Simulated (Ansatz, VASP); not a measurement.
**Y4C3 in VASP and in Ansatz**

```xyz
7
Lattice="5.0670 0.0000 0.0000 0.0000 5.0670 0.0000 0.0000 0.0000 5.0670" Properties=species:S:1:pos:R:3 pbc="T T T"
Y     2.5335    2.5335    2.5335
Y     2.5335    0.0000    0.0000
Y     0.0000    2.5335    0.0000
Y     0.0000    0.0000    2.5335
C     2.5335    2.5335    0.0000
C     0.0000    2.5335    2.5335
C     2.5335    0.0000    2.5335
```

Change from the starting cell: species swapped into the W3N4 type (Pm-3m, No. 221).

Alike in both runs: functional PBE; k mesh 8 × 8 × 8; occupations gaussian, width 0.1 eV; no spin polarisation.

Ansatz relaxed the structure, and its values are those at the end. VASP's run is a single point on that final structure, the one shown.

|  | VASP | Ansatz |
| --- | --- | --- |
| version | VASP 6.6.1 | Ansatz 0.2.0 |
| potentials or method | VASP PAW PBE potentials, release 64 (Y_sv, C), cutoff 520 eV | scalar-relativistic, plane waves, PAW |
| valence electrons in the cell | 56 | 56 |

|  | VASP | Ansatz | Ansatz less VASP |
| --- | --- | --- | --- |
| gap on the k mesh at the Fermi level (eV) | none | none | - |
| pressure (GPa) | -0.1 | 0.0 | +0.11 |

A gap of «none» marks a metal or a gap that the smearing closes. The functional is the same, so the differences come from potentials, cutoffs and numerics.
